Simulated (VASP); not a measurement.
# Be2Si (I4/mmm) in VASP: notebook

Be2Si is run at these levels: PBE; tasks: relaxation of the atoms.

All numbers are computed with VASP 6.6.1; they aren't measurements. Logs are shortened: lines on timing, memory, paths and dates and some standing lists are left out, and cuts for length are marked.

## 1. The cell of the first run

The structure is tetragonal, space group I4/mmm (No. 139). The conventional cell has a = 3.734 Å, b = 3.734 Å, c = 5.174 Å, α = 90.00°, β = 90.00°, γ = 90.00°. Si (site symmetry 4/mmm) has 8 Be at 2.27 Å within 3.0 Å. Within 3.0 Å of Be (site symmetry -4m2) lie 4 Si at 2.27 Å and 6 Be at 2.59 to 2.64 Å.

## 2. Relaxation of the atoms, PBE

Contents of INCAR:

```
PREC     = Accurate       # precision mode
ENCUT    = 520            # plane-wave cutoff, eV
EDIFF    = 1E-7           # SCF threshold, eV
ISMEAR   = -1             # smearing method
SIGMA    = 0.05           # smearing width, eV
LREAL    = F              # projectors in reciprocal space
LASPH    = T              # aspherical terms in the spheres
NELM     = 100            # most SCF steps
ALGO     = Fast           # electronic algorithm
ISIF     = 2              # what is computed and relaxed
LWAVE    = F              # write WAVECAR
LCHARG   = F              # write CHGCAR
GGA      = PE             # functional
IBRION   = 2              # ionic algorithm
NSW      = 60             # ionic steps
EDIFFG   = -0.01          # ionic threshold
```

Contents of KPOINTS:

```
Automatic mesh
0
Gamma
  7 7 7
```

Contents of POSCAR:

```
Be2Si
1.0
    0.0000000000      2.6400000000      2.5872000000
    2.6400000000      0.0000000000      2.5872000000
    2.6400000000      2.6400000000      0.0000000000
Si Be
1 2
Direct
    0.0000000000      0.0000000000      0.0000000000
    0.2500000000      0.2500000000      0.2500000000
    0.7500000000      0.7500000000      0.7500000000
```

Potentials or basis: VASP PAW PBE potentials, release 64 (Si, Be).

Run with:

```sh
$ cat potpaw_PBE.64/Si/POTCAR potpaw_PBE.64/Be/POTCAR > POTCAR
$ mpirun -np 1 vasp_std > vasp.out
```

OUTCAR:

```text
PREC = Accurate
   ENCUT = 520
   EDIFF = 1E-7
   ISMEAR = -1
   LREAL = F
   LASPH = T
   NELM = 100
   ISIF = 2
   GGA = PE
   IBRION = 2
   NSW = 60
   EDIFFG = -0.01

 ion  position               nearest neighbor table
   1  0.000  0.000  0.000-   3 2.27   3 2.27   3 2.27   2 2.27   3 2.27   2 2.27   2 2.27   2 2.27

   2  0.250  0.250  0.250-   1 2.27   1 2.27   1 2.27   1 2.27
   3  0.750  0.750  0.750-   1 2.27   1 2.27   1 2.27   1 2.27

  LATTYP: Found a body centered tetragonal cell.
 ALAT       =     3.7335238047
 C/A-ratio  =     1.3859292911

  Lattice vectors:

 A1 = (   0.0000000000,  -2.6400000000,  -2.5872000000)
 A2 = (   0.0000000000,   2.6400000000,  -2.5872000000)
 A3 = (   2.6400000000,   0.0000000000,   2.5872000000)

Analysis of symmetry for initial positions (statically):
=====================================================================
 Subroutine PRICEL returns:
 Original cell was already a primitive cell.

 Routine SETGRP: Setting up the symmetry group for a
 body centered tetragonal supercell.

 Subroutine GETGRP returns: Found 16 space group operations
 (whereof 16 operations were pure point group operations)
 out of a pool of 16 trial point group operations.

The static configuration has the point symmetry D_4h.

Analysis of symmetry for dynamics (positions and initial velocities):
=====================================================================
 Subroutine PRICEL returns:
 Original cell was already a primitive cell.

 Routine SETGRP: Setting up the symmetry group for a
 body centered tetragonal supercell.

 Subroutine GETGRP returns: Found 16 space group operations
 (whereof 16 operations were pure point group operations)
 out of a pool of 16 trial point group operations.

The dynamic configuration has the point symmetry D_4h.

 Subroutine INISYM returns: Found 16 space group operations
 (whereof 16 operations are pure point group operations),
 and found     1 'primitive' translations

----------------------------------------------------------------------------------------

                                     Primitive cell

  volume of cell :      36.0635

  direct lattice vectors                    reciprocal lattice vectors
     0.000000000  2.640000000  2.587200000    -0.189393939  0.189393939  0.193259122
     2.640000000  0.000000000  2.587200000     0.189393939 -0.189393939  0.193259122
     2.640000000  2.640000000  0.000000000     0.189393939  0.189393939 -0.193259122

  length of vectors
     3.696377124  3.696377124  3.733523805     0.330286568  0.330286568  0.330286568

  position of ions in fractional coordinates (direct lattice)
     0.000000000  0.000000000  0.000000000
     0.250000000  0.250000000  0.250000000
     0.750000000  0.750000000  0.750000000

  ion indices of the primitive-cell ions
   primitive index   ion index
                 1           1
                 2           2
                 3           3

----------------------------------------------------------------------------------------

 KPOINTS: Automatic mesh

Automatic generation of k-mesh.
 Grid dimensions read from file:
 generate k-points for:    7    7    7

 Generating k-lattice:

  Cartesian coordinates                     Fractional coordinates (reciprocal lattice)
    -0.027056277  0.027056277  0.027608446     0.142857143  0.000000000  0.000000000
     0.027056277 -0.027056277  0.027608446     0.000000000  0.142857143  0.000000000
     0.027056277  0.027056277 -0.027608446     0.000000000  0.000000000  0.142857143

  Length of vectors
     0.047183795  0.047183795  0.047183795

  Shift w.r.t. Gamma in fractional coordinates (k-lattice)
     0.000000000  0.000000000  0.000000000

 Subroutine IBZKPT returns following result:
 ===========================================

 Found     40 irreducible k-points:

 Following reciprocal coordinates:
            Coordinates               Weight
  0.000000  0.000000  0.000000      1.000000
  0.142857  0.000000  0.000000      8.000000
  0.285714  0.000000  0.000000      8.000000
  0.428571  0.000000  0.000000      8.000000
  0.142857  0.142857  0.000000      2.000000
  0.285714  0.142857  0.000000      8.000000
[... 16 lines left out ...]
  0.428571  0.285714  0.142857      8.000000
 -0.428571  0.285714  0.142857     16.000000
 [... further k-points ...]
   k-points           NKPTS =     40   k-points in BZ     NKDIM =     40   number of bands    NBANDS=      8
   number of dos      NEDOS =    301   number of ions     NIONS =      3
   total plane-waves  NPLWV =  21952
   dimension x,y,z NGX =    28 NGY =   28 NGZ =   28
   dimension x,y,z NGXF=    56 NGYF=   56 NGZF=   56
   ions per type =               1   2
   NGX,Y,Z   is equivalent  to a cutoff of  12.59, 12.59, 12.47 a.u.
   NGXF,Y,Z  is equivalent  to a cutoff of  25.19, 25.19, 24.94 a.u.
 SYSTEM =  unknown system
   PREC   = accura    normal or accurate (medium, high low for compatibility)
   ISTART =      0    job   : 0-new  1-cont  2-samecut
   ICHARG =      2    charge: 1-file 2-atom 10-const
   ISPIN  =      1    spin polarized calculation?
   LNONCOLLINEAR =      F non collinear calculations
   LSORBIT =      F    spin-orbit coupling
   LASPH  =      T    aspherical Exc in radial PAW
   ENCUT  =  520.0 eV  38.22 Ry    6.18 a.u.   6.87  6.87  6.94*2*pi/ulx,y,z
   NELM   =    100;   NELMIN=  2; NELMDL= -5     # of ELM steps
   EDIFF  = 0.1E-06   stopping-criterion for ELM
   LREAL  =      F    real-space projection
   EDIFFG = -.1E-01   stopping-criterion for IOM
   NSW    =     60    number of steps for IOM
   IBRION =      2    ionic relax: 0-MD 1-quasi-New 2-CG
   NFREE  =      1    steps in history (QN), initial steepest desc. (CG)
   ISIF   =      2    stress and relaxation
   ISYM   =      2    0-nonsym 1-usesym 2-fastsym
   POTIM  = 0.5000    time-step for ionic-motion
   TEBEG  =    0.0;   TEEND  =   0.0 temperature during run
   PSTRESS=    0.0 pullay stress
   NELECT =       8.0000    total number of electrons
   NUPDOWN=      -1.0000    fix difference up-down
   EMIN   =  10.00;   EMAX   =-10.00  energy-range for DOS
   EFERMI =   0.00;   METHOD = LEGACY
   ISMEAR =    -1;   SIGMA  =   0.05  broadening in eV -4-tet -1-fermi 0-gaus
   EFERMI_NEDOS =   21; number of points for ismear=-14 and -15
   IALGO  =     68    algorithm
   IMIX   =      4    mixing-type and parameters
     AMIX     =   0.40;   BMIX     =  1.00
     AMIX_MAG =   1.60;   BMIX_MAG =  1.00
  volume/ion in A,a.u.               =      12.02        81.12
  Fermi-wavevector in a.u.,A,eV,Ry     =   0.991020  1.872755 13.362550  0.982120
  Thomas-Fermi vector in A             =   2.122731
   LORBIT       =      0    0 simple, 1 ext, 2 COOP (PROOUT), +10 PAW based schemes
   GGA     = PE    functional components
   LHFCALC =     F    Hartree Fock is set to
   AEXX    =    0.0000 exact exchange contribution
   IVDW    =     0    specifies the selected vdW correction
   LEPSILON=     F    determine dielectric tensor
   LRPA    =     F    only Hartree local field effects (RPA)
 conjugate gradient relaxation of ions
 non-spin polarized calculation
 RMM-DIIS sequential band-by-band and
  energy-cutoff  :      520.00
  volume of cell :       36.06
 maximum number of plane-waves:       982
   NGX = 13   NGY = 13   NGZ = 13

 number of electron       8.0000000 magnetization

 Free energy of the ion-electron system (eV)
  ---------------------------------------------------
  ext. energy  EPLUGINS =         0.00000000
  ---------------------------------------------------
  free energy    TOTEN  =       -12.22967153 eV

  energy without entropy =      -12.22553124  energy(sigma->0) =      -12.22760138

 E-fermi :   6.8376     XC(G=0): -10.0357

 val. band max:        6.7769630616   @ k =   0.4286   0.0000   0.4286
 cond. band min:       6.8394209263   @ k =  -0.4286   0.4286   0.0000
 fundamental gap:      0.0624578647
 Fermi energy:         6.8375523652

 k-point     1 :       0.0000    0.0000    0.0000
  band No.  band energies     occupation
      1      -5.3046      2.00000
      2       7.1704      0.00257
      3       7.2989      0.00020
      4       7.2989      0.00020
      5       7.6577      0.00000
      6       7.6577      0.00000
      7       7.8282      0.00000
      8      13.1544      0.00000

 k-point     2 :       0.1429    0.0000    0.0000
  band No.  band energies     occupation
      1      -5.0363      2.00000
      2       4.7423      2.00000
      3       6.4036      1.99966
      4       6.4597      1.99895
      5       8.5631      0.00000
      6       8.5893      0.00000
      7       9.1260      0.00000
      8      12.9697      0.00000

 k-point     3 :       0.2857    0.0000    0.0000
  band No.  band energies     occupation
      1      -4.2533      2.00000
      2       1.9994      2.00000
      3       5.7270      2.00000
      4       5.8669      2.00000
      5       8.5901      0.00000
      6       8.7086      0.00000
      7       9.5188      0.00000
      8      13.4276      0.00000

 k-point     4 :       0.4286    0.0000    0.0000
  band No.  band energies     occupation
      1      -3.1383      2.00000
      2      -0.1527      2.00000
      3       5.4280      2.00000
      4       5.6284      2.00000
      5       8.1067      0.00000
      6       8.2369      0.00000
      7       9.5440      0.00000
      8      13.2996      0.00000

 k-point     5 :       0.1429    0.1429    0.0000
  band No.  band energies     occupation
      1      -4.9373      2.00000
      2       5.2744      2.00000
      3       5.2744      2.00000
      4       6.3944      1.99972
      5       7.0263      0.04487
      6       9.9855      0.00000
      7       9.9855      0.00000
      8      11.0151      0.00000
[... 177 lines left out ...]
 k-point    22 :      -0.1429   -0.0000    0.1429
  band No.  band energies     occupation
      1      -4.5903      2.00000
      2       3.7644      2.00000
      3       4.1214      2.00000
      4       6.8946      0.48432
      5       8.0548      0.00000
      6       9.2657      0.00000
      7      10.3892      0.00000
      8      11.9865      0.00000

 k-point    23 :       0.4286    0.2857    0.1429
  band No.  band energies     occupation
      1      -3.5439      2.00000
      2       2.2096      2.00000
      3       2.8128      2.00000
      4       4.6709      2.00000
      5       8.1594      0.00000
      6       9.9779      0.00000
      7      10.1975      0.00000
      8      12.3632      0.00000

 k-point    24 :      -0.4286    0.2857    0.1429
  band No.  band energies     occupation
      1      -2.4882      2.00000
      2       0.4593      2.00000
      3       2.5760      2.00000
      4       3.7205      2.00000
      5       8.8111      0.00000
      6       9.5028      0.00000
      7      11.7466      0.00000
      8      12.9662      0.00000

 [... further k-points ...]
[... 5 lines left out ...]
  --------------------------------------------------------------------------------------
  -------------------------------------------------------------------------------------
  Total        0.4894718      0.4894718      0.5996925      0.0000000     -0.0000000     -0.0000000
  in kB       21.7455520     21.7455520     26.6422753      0.0000000     -0.0000000     -0.0000000
  external PRESSURE =      23.3777931 kB  Pullay stress =       0.0000000 kB

 VOLUME and BASIS-vectors are now :
 -----------------------------------------------------------------------------
  energy-cutoff  :      520.00
  volume of cell :       36.06
      direct lattice vectors                 reciprocal lattice vectors
     0.000000000  2.640000000  2.587200000    -0.189393939  0.189393939  0.193259122
     2.640000000  0.000000000  2.587200000     0.189393939 -0.189393939  0.193259122
     2.640000000  2.640000000  0.000000000     0.189393939  0.189393939 -0.193259122

 POSITION                                       TOTAL-FORCE (eV/Angst)
 -----------------------------------------------------------------------------------
      0.00000      0.00000      0.00000        -0.000000      0.000000      0.000000
      1.32000      1.32000      1.29360         0.000000     -0.000000      0.000000
      3.96000      3.96000      3.88080         0.000000      0.000000     -0.000000
 -----------------------------------------------------------------------------------
    total drift:                               -0.000000      0.000000     -0.000000

  FREE ENERGIE OF THE ION-ELECTRON SYSTEM (eV)
  ---------------------------------------------------
  free  energy   TOTEN  =       -12.2296715253 eV

  energy  without entropy=      -12.2255312430  energy(sigma->0) =      -12.22760138

 reached required accuracy - stopping structural energy minimisation
```

Wall time 21 s (1 thread of AMD EPYC 7R43 (Zen 3), shared host); peak memory 0.11 GiB.

What came out:

| Item | Value |
| --- | --- |
| Free energy | -12.2297 eV |
| Pressure after relaxing | 2.3 GPa |
| Band gap on the k mesh | zero (band 4 reaches 7.30 eV, above the bottom of band 5 at 6.55 eV) |

Final structure:
```xyz
3
Lattice="0.0000 2.6400 2.5872 2.6400 0.0000 2.5872 2.6400 2.6400 0.0000" Properties=species:S:1:pos:R:3 pbc="T T T"
Si    0.0000    0.0000    0.0000
Be    1.3200    1.3200    1.2936
Be    3.9600    3.9600    3.8808
```

Levels at points of the mesh, in eV from the Fermi level:
| k point | band 1 | band 2 | band 3 | band 4 | band 5 | band 6 | band 7 | band 8 |
| --- | --- | --- | --- | --- | --- | --- | --- | --- |
| (0.00, 0.00, 0.00) | -12.14 | 0.33 | 0.46 | 0.46 | 0.82 | 0.82 | 0.99 | 6.32 |

Caveat: the relaxation stopped at its first step, so nothing moved.

[end of part 1 of 2]
